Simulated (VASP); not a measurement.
# Li3Os (P-3m1) in VASP: a series of runs, part 2 of 2

VASP 6.6.1. The steps go on from the part before.

## Step 4: Relaxation of cell and atoms, PBE

This run uses another cell than the first one, of 15.09 Å³/atom, 0.998 times its volume.

The input, INCAR:

```
SYSTEM = Li3Os
PREC = Accurate
ENCUT = 600
EDIFF = 1E-6
ISMEAR = 0
SIGMA = 0.1
LREAL = .FALSE.
LASPH = .TRUE.
NELM = 100
ALGO = Normal
ISIF = 3
LWAVE = .FALSE.
LCHARG = .FALSE.
GGA = PE
IBRION = 2
NSW = 100
EDIFFG = -0.01
```

The input, KPOINTS:

```
regular mesh
0
G
  21 21 6
  0 0 0
```

The input, POSCAR:

```
Li3Os
1.0
    2.6817408401      0.0000000000      0.0000000000
   -1.3408704200      2.3224556939      0.0000000000
    0.0000000000      0.0000000000      9.6939048799
Li Os
3 1
Direct
    0.6666666667      0.3333333333      0.7300129300
    0.0000000000      0.0000000000      0.0000000000
    0.3333333333      0.6666666667      0.2699870700
    0.0000000000      0.0000000000      0.5000000000
```

Potentials or basis: VASP PAW PBE potentials, release 64 (Li_sv, Os).

On the command line:

```sh
$ cat potpaw_PBE.64/Li_sv/POTCAR potpaw_PBE.64/Os/POTCAR > POTCAR
$ mpirun -np 1 vasp_std > vasp.out
```

OUTCAR:

```text
SYSTEM = Li3Os
   PREC = Accurate
   ENCUT = 600
   EDIFF = 1E-6
   ISMEAR = 0
   LREAL = .FALSE.
   LASPH = .TRUE.
   NELM = 100
   ISIF = 3
   GGA = PE
   IBRION = 2
   NSW = 100
   EDIFFG = -0.01

 ion  position               nearest neighbor table
   1  0.667  0.333  0.730-   4 2.71   4 2.71   4 2.71
   2  0.000  0.000  0.000-
   3  0.333  0.667  0.270-   4 2.71   4 2.71   4 2.71
   4  0.000  0.000  0.500-   1 2.71   3 2.71   3 2.71   1 2.71   1 2.71   3 2.71

  LATTYP: Found a hexagonal cell.
 ALAT       =     2.6817408401
 C/A-ratio  =     3.6147806436

  Lattice vectors:

 A1 = (   2.6817408401,   0.0000000000,   0.0000000000)
 A2 = (  -1.3408704200,   2.3224556939,   0.0000000000)
 A3 = (   0.0000000000,   0.0000000000,   9.6939048799)

Analysis of symmetry for initial positions (statically):
=====================================================================
 Subroutine PRICEL returns:
 Original cell was already a primitive cell.

 Routine SETGRP: Setting up the symmetry group for a
 hexagonal supercell.

 Subroutine GETGRP returns: Found 12 space group operations
 (whereof 12 operations were pure point group operations)
 out of a pool of 24 trial point group operations.

The static configuration has the point symmetry D_3d.

Analysis of symmetry for dynamics (positions and initial velocities):
=====================================================================
 Subroutine PRICEL returns:
 Original cell was already a primitive cell.

 Routine SETGRP: Setting up the symmetry group for a
 hexagonal supercell.

 Subroutine GETGRP returns: Found 12 space group operations
 (whereof 12 operations were pure point group operations)
 out of a pool of 24 trial point group operations.

The dynamic configuration has the point symmetry D_3d.

 Subroutine INISYM returns: Found 12 space group operations
 (whereof 12 operations are pure point group operations),
 and found     1 'primitive' translations

----------------------------------------------------------------------------------------

                                     Primitive cell

  volume of cell :      60.3758

  direct lattice vectors                    reciprocal lattice vectors
     2.681740840  0.000000000  0.000000000     0.372892110  0.215289360  0.000000000
    -1.340870420  2.322455694  0.000000000     0.000000000  0.430578720  0.000000000
     0.000000000  0.000000000  9.693904880     0.000000000  0.000000000  0.103157604

  length of vectors
     2.681740840  2.681740840  9.693904880     0.430578720  0.430578720  0.103157604

  position of ions in fractional coordinates (direct lattice)
     0.666666667  0.333333333  0.730012930
     0.000000000  0.000000000  0.000000000
     0.333333333  0.666666667  0.269987070
     0.000000000  0.000000000  0.500000000

  ion indices of the primitive-cell ions
   primitive index   ion index
                 1           1
                 2           2
                 3           3
                 4           4

----------------------------------------------------------------------------------------

 KPOINTS: regular mesh

[... 53 lines left out ...]
   dimension x,y,z NGXF=    48 NGYF=   48 NGZF=  160
   ions per type =               3   1
   NGX,Y,Z   is equivalent  to a cutoff of  14.88, 14.88, 13.72 a.u.
   NGXF,Y,Z  is equivalent  to a cutoff of  29.76, 29.76, 27.44 a.u.
 SYSTEM =  Li3Os
   PREC   = accura    normal or accurate (medium, high low for compatibility)
   ISTART =      0    job   : 0-new  1-cont  2-samecut
   ICHARG =      2    charge: 1-file 2-atom 10-const
   ISPIN  =      1    spin polarized calculation?
   LNONCOLLINEAR =      F non collinear calculations
   LSORBIT =      F    spin-orbit coupling
   LASPH  =      T    aspherical Exc in radial PAW
   ENCUT  =  600.0 eV  44.10 Ry    6.64 a.u.   5.36  5.36 19.36*2*pi/ulx,y,z
   NELM   =    100;   NELMIN=  2; NELMDL= -5     # of ELM steps
   EDIFF  = 0.1E-05   stopping-criterion for ELM
   LREAL  =      F    real-space projection
   EDIFFG = -.1E-01   stopping-criterion for IOM
   NSW    =    100    number of steps for IOM
   IBRION =      2    ionic relax: 0-MD 1-quasi-New 2-CG
   NFREE  =      1    steps in history (QN), initial steepest desc. (CG)
   ISIF   =      3    stress and relaxation
   ISYM   =      2    0-nonsym 1-usesym 2-fastsym
   POTIM  = 0.5000    time-step for ionic-motion
   TEBEG  =    0.0;   TEEND  =   0.0 temperature during run
   PSTRESS=    0.0 pullay stress
   NELECT =      17.0000    total number of electrons
   NUPDOWN=      -1.0000    fix difference up-down
   EMIN   =  10.00;   EMAX   =-10.00  energy-range for DOS
   EFERMI =   0.00;   METHOD = LEGACY
   ISMEAR =     0;   SIGMA  =   0.10  broadening in eV -4-tet -1-fermi 0-gaus
   EFERMI_NEDOS =   21; number of points for ismear=-14 and -15
   IALGO  =     38    algorithm
   IMIX   =      4    mixing-type and parameters
     AMIX     =   0.40;   BMIX     =  1.00
     AMIX_MAG =   1.60;   BMIX_MAG =  1.00
  volume/ion in A,a.u.               =      15.09       101.86
  Fermi-wavevector in a.u.,A,eV,Ry     =   1.073009  2.027693 15.665053  1.151349
  Thomas-Fermi vector in A             =   2.208796
   LORBIT       =      0    0 simple, 1 ext, 2 COOP (PROOUT), +10 PAW based schemes
   GGA     = PE    functional components
   LHFCALC =     F    Hartree Fock is set to
   AEXX    =    0.0000 exact exchange contribution
   IVDW    =     0    specifies the selected vdW correction
   LEPSILON=     F    determine dielectric tensor
   LRPA    =     F    only Hartree local field effects (RPA)
 conjugate gradient relaxation of ions
 non-spin polarized calculation
 Gauss-broadening in eV      SIGMA  =   0.10
  energy-cutoff  :      600.00
  volume of cell :       60.38
 maximum number of plane-waves:      2054
 NGX is ok and might be reduce to    24
   NGX = 11   NGY = 11   NGZ = 39

--------------------------------------- Ionic step        1  -------------------------------------------

 number of electron      16.9999984 magnetization

 Free energy of the ion-electron system (eV)
  ---------------------------------------------------
  ext. energy  EPLUGINS =         0.00000000
  ---------------------------------------------------
  free energy    TOTEN  =       -16.51684780 eV

  energy without entropy =      -16.50695922  energy(sigma->0) =      -16.51190351

------------------------ aborting loop because EDIFF is reached ----------------------------------------

  FORCE on cell =-STRESS in cart. coord.  units (eV):
  Direction    XX          YY          ZZ          XY          YZ          ZX
  --------------------------------------------------------------------------------------
  -------------------------------------------------------------------------------------
  Total       -0.0769220     -0.0769220     -0.1738197     -0.0000000      0.0000000     -0.0000000
  in kB       -2.0412581     -2.0412581     -4.6126073     -0.0000000      0.0000000     -0.0000000
  external PRESSURE =      -2.8983745 kB  Pullay stress =       0.0000000 kB
[... 253 lines left out ...]
--------------------------------------- Ionic step        8  -------------------------------------------

 number of electron      16.9999997 magnetization

 Free energy of the ion-electron system (eV)
  ---------------------------------------------------
  ext. energy  EPLUGINS =         0.00000000
  ---------------------------------------------------
  free energy    TOTEN  =       -16.51784850 eV

  energy without entropy =      -16.50805502  energy(sigma->0) =      -16.51295176

 E-fermi :   3.0354     XC(G=0):  -9.2497

 val. band max:        3.0332029128   @ k =  -0.0476   0.4762   0.3333
 cond. band min:       3.0400182875   @ k =   0.2381   0.2381   0.3333
 fundamental gap:      0.0068153747
 Fermi energy:         3.0354062175

 k-point     1 :       0.0000    0.0000    0.0000
  band No.  band energies     occupation
      1     -43.2582      2.00000
      2     -42.7363      2.00000
      3     -42.7357      2.00000
      4      -4.9145      2.00000
      5      -0.9045      2.00000
      6       0.1624      2.00000
      7       0.3029      2.00000
      8       1.1868      2.00000
      9       1.1868      2.00000
     10       2.4356      2.00000
     11       4.2928      0.00000
     12       4.2928      0.00000
[... 331 lines left out ...]
 k-point    24 :       0.1905    0.0952    0.0000
  band No.  band energies     occupation
      1     -43.2325      2.00000
      2     -42.7098      2.00000
      3     -42.7095      2.00000
      4      -2.5902      2.00000
      5      -0.1891      2.00000
      6      -0.0855      2.00000
      7       0.3513      2.00000
      8       1.3519      2.00000
      9       2.3812      2.00000
     10       3.5123      0.00000
     11       3.6060      0.00000
     12       5.9138      0.00000

 [... further k-points ...]
[... 5 lines left out ...]
  --------------------------------------------------------------------------------------
  -------------------------------------------------------------------------------------
  Total        0.0103980      0.0103980      0.0386722      0.0000000      0.0000000     -0.0000000
  in kB        0.2764053      0.2764053      1.0280042      0.0000000      0.0000000     -0.0000000
  external PRESSURE =       0.5269382 kB  Pullay stress =       0.0000000 kB
[... 19 lines left out ...]
  FREE ENERGIE OF THE ION-ELECTRON SYSTEM (eV)
  ---------------------------------------------------
  free  energy   TOTEN  =       -16.5178484987 eV

  energy  without entropy=      -16.5080550198  energy(sigma->0) =      -16.51295176

 reached required accuracy - stopping structural energy minimisation
```

CONTCAR:

```text
Li3Os
   1.00000000000000
     2.6811308503281519   -0.0000000000000137    0.0000000000000000
    -1.3405654251140993    2.3219274272615329    0.0000000000000000
    -0.0000000000000000    0.0000000000000000    9.6816177809042827
  Li              Os
     3     1
Direct
     0.6666666667000030    0.3333333332999970    0.7284219604423237
     0.0000000000000000    0.0000000000000000    0.0000000000000000
     0.3333333332999970    0.6666666667000030    0.2715780395576765
     0.0000000000000000    0.0000000000000000    0.5000000000000000

  0.00000000E+00  0.00000000E+00  0.00000000E+00
  0.00000000E+00  0.00000000E+00  0.00000000E+00
  0.00000000E+00  0.00000000E+00  0.00000000E+00
  0.00000000E+00  0.00000000E+00  0.00000000E+00
```

It took 6.7 min on 1 thread of Intel Xeon 6975P-C (Granite Rapids), shared host; peak memory 0.4 GiB.

What came out:

```yaml
Free_energy: -16.5178 eV
Relaxed_volume: 15.07 Å³/atom
Relaxed_cell: a = 2.681 Å, b = 2.681 Å, c = 9.682 Å, α = 90.00°, β = 90.00°, γ = 120.00°
Space_group_after_relaxing_to_0.05_Å: P-3m1 (No. 164)
Energy_gained_by_relaxing: 0.3 meV/atom
Ionic_steps: 8
Pressure_after_relaxing: 0.1 GPa
Largest_force_after_relaxing: 0.005 eV/Å
```

Forces on the atoms (eV/Å):
```
Li   0.000  0.000  0.005
Li   0.000  0.000  0.000
Li   0.000  0.000 -0.005
Os   0.000  0.000  0.000
```

The path:
| step | energy change (eV) | largest force (eV/Å) | pressure (GPa) | volume (Å³) |
| --- | --- | --- | --- | --- |
| 1 | 0.0000 | 0.0625 | -0.29 | 60.38 |
| 2 | -0.0006 | 0.0375 | 0.05 | 60.14 |
| 3 | -0.0006 | 0.0304 | 0.14 | 60.07 |
| 4 | -0.0008 | 0.0227 | 0.05 | 60.14 |
| 5 | -0.0008 | 0.0152 | -0.04 | 60.20 |
| 6 | -0.0008 | 0.0175 | -0.01 | 60.17 |
| 7 | -0.0009 | 0.0110 | 0.01 | 60.20 |
| 8 | -0.0010 | 0.0048 | 0.05 | 60.27 |

Final structure:
```cif
data_structure
_symmetry_space_group_name_H-M 'P 1'
_symmetry_Int_Tables_number 1
_cell_length_a 2.6811
_cell_length_b 2.6811
_cell_length_c 9.6816
_cell_angle_alpha 90.000
_cell_angle_beta 90.000
_cell_angle_gamma 120.000
_cell_volume 60.27
loop_
_atom_site_label
_atom_site_type_symbol
_atom_site_fract_x
_atom_site_fract_y
_atom_site_fract_z
_atom_site_occupancy
Li1 Li 0.66667 0.33333 0.72842 1
Li2 Li 0.00000 0.00000 0.00000 1
Li3 Li 0.33333 0.66667 0.27158 1
Os1 Os 0.00000 0.00000 0.50000 1
```

Caveat: the cutoff is under 1.25 times the usual one of these potentials, so pressure, stress and relaxed cells hold a basis-set (Pulay) error; spin-orbit coupling is left out, which moves the levels of the heavy elements.
